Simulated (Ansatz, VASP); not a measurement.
# One calculation of KBr, two programs

```
K Br
1.0
     0.00000    3.30442    3.30442
     3.30442    0.00000    3.30442
     3.30442    3.30442    0.00000
K Br
1 1
Direct
  0.00000 0.00000 0.00000
  0.50000 0.50000 0.50000
```

Alike in both runs: functional r2SCAN; k mesh 6 × 6 × 6; occupations gaussian, width 0.02 eV; no spin polarisation.

Ansatz relaxed the structure, and its values are those at the end. VASP's run is a single point on that final structure, the one shown.

```csv
,VASP,Ansatz
version,VASP 6.6.1,Ansatz 0.2.0
potentials or method,"VASP PAW PBE potentials, release 64 (K_sv, Br), cutoff 520 eV","scalar-relativistic, plane waves, PAW"
valence electrons in the cell,16,16
```

|  | VASP | Ansatz | Ansatz less VASP |
| --- | --- | --- | --- |
| gap on the k mesh at the Fermi level (eV) | 5.07 | 5.07 | -0.002 |
| least direct gap on the mesh (eV) | 5.07 | 5.07 | -0.002 |
| pressure (GPa) | 0.0 | 0.0 | 0.00 |

VASP's potentials were made for PBE, not for r2SCAN.
